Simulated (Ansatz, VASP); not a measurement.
**Ti in VASP and in Ansatz**

```
Ti
1.0
    -1.68727    1.68727    1.79038
     1.68727   -1.68727    1.79038
     1.56797    1.56797   -1.79038
Ti
1
Cartesian
  0.0000 0.0000 0.0000
```

Change from the starting cell: engineering shear strain xy -0.0733, normal strain along z +0.1000.

Alike in both runs: task single point; functional PBE; k mesh 20 × 20 × 20; occupations gaussian, width 0.15 eV; no spin polarisation.

```csv
,VASP,Ansatz
version,VASP 6.6.1,Ansatz 0.2.0
potentials or method,"VASP PAW PBE potentials, release 64 (Ti_sv), cutoff 520 eV","scalar-relativistic, plane waves, PAW"
valence electrons in the cell,12,12
```

|  | VASP | Ansatz | Ansatz less VASP |
| --- | --- | --- | --- |
| gap on the k mesh at the Fermi level (eV) | none | none | - |
| pressure (GPa) | -8.5 | -8.3 | +0.17 |
| traceless stress, the component that is largest in VASP (GPa) | 1.90 | 1.90 | +0.008 |

A gap of «none» marks a metal or a gap that the smearing closes.
